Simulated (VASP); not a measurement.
Input of a VASP 6.6.1 run:

Contents of POSCAR:

```
AlN
1.0
    0.0000000000      2.1848764127      2.1848764127
    2.1848764127      0.0000000000      2.1848764127
    2.1848764127      2.1848764127      0.0000000000
Al N
1 1
Direct
    0.0000000000      0.0000000000      0.0000000000
    0.2500000000      0.2500000000      0.2500000000
```

Contents of INCAR.step1:

```
SYSTEM = AlN
ALGO = Normal ; EDIFF = 1E-8
ENCUT = 500 ; GGA = CA
ISMEAR = 0 ; LASPH = .True.
LCHARG = .False. ; LREAL = .False.
LWAVE = .True. ; NELM = 100
PREC = Accurate ; SIGMA = 0.01
```

The input INCAR.step2:

```
SYSTEM = AlN
ALGO = Exact ; EDIFF = 1E-8
ENCUT = 500 ; GGA = CA
ISMEAR = 0 ; ISTART = 1
LASPH = .True. ; LCHARG = .False.
LOPTICS = .True. ; LREAL = .False.
LWAVE = .True. ; NBANDS = 34
NELM = 1 ; PREC = Accurate
SIGMA = 0.01
```

Contents of INCAR.step3:

```
SYSTEM = AlN
ALGO = EVGW0 ; EDIFF = 1E-8
ENCUT = 500 ; ENCUTGW = 60
GGA = CA ; ISMEAR = 0
ISTART = 1 ; LASPH = .True.
LCHARG = .False. ; LREAL = .False.
LWAVE = .False. ; NBANDS = 34
NBANDSGW = 12 ; NELMGW = 1
NOMEGA = 48 ; PREC = Accurate
PRECFOCK = Fast ; SIGMA = 0.01
```

The input KPOINTS:

```
k-points
0
Gamma
  4 4 4
  0 0 0
```

Potentials or basis: VASP PAW LDA potentials, release 64 (Al_GW, N_GW).

Command:

```console
$ cat potpaw_LDA.64/Al_GW/POTCAR potpaw_LDA.64/N_GW/POTCAR > POTCAR
$ cp INCAR.step1 INCAR
$ mpirun -np 1 vasp_std > vasp.out
$ cp INCAR.step2 INCAR
$ mpirun -np 1 vasp_std > vasp.out
$ cp INCAR.step3 INCAR
$ mpirun -np 1 vasp_std > vasp.out
```

Problem. What does it give for the quasiparticle gap?

Solution. 4.24 eV.

Problem. What does it give for the least direct quasiparticle gap?

Solution. 5.37 eV.

Problem. What does it give for the band gap on the k mesh, mean-field level?

Solution. 3.20 eV, indirect (least direct gap 4.21 eV).

Caveat: the k points lie up to 0.62 Å⁻¹ apart; bands, screening cutoff and mesh are small and nothing is extrapolated, so the quasiparticle values aren't converged. A k mesh can miss the band edges.
